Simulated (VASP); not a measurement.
The system is Be2C.

```
C Be
1.0
     0.00000    2.20746    2.20746
     2.20746    0.00000    2.20746
     2.20746    2.20746    0.00000
C Be
1 2
Direct
  0.00000 0.00000 0.00000
  0.75000 0.75000 0.75000
  0.25000 0.25000 0.25000
```

This cell differs from its parent crystal: volume scaled by 1.06.

Base run:

| Item | Value |
| --- | --- |
| Program | VASP 6.6.1 |
| Functional | PBE |
| Potentials or basis | VASP PAW PBE potentials, release 64 (C, Be) |
| Cutoff | 600 eV |
| k mesh | 11 × 11 × 11 |
| Occupations | fermi-dirac, width 0.05 eV |
| Spin | no spin polarisation |

Its results: band gap on the k mesh 1.23 eV, indirect (least direct gap 4.02 eV); pressure -10.6 GPa.

The run is repeated on the same cell with these changes: functional from PBE to PBEsol. What comes out?

Band gap on the k mesh 1.13 eV, indirect (least direct gap 3.98 eV); pressure -12.5 GPa.

PBEsol binds more tightly than PBE, so the same cell stands under less pressure.

Caveats: the PAW data sets were made with another functional, which shifts forces and pressure a little (some runs).

A k mesh can miss the band edges.
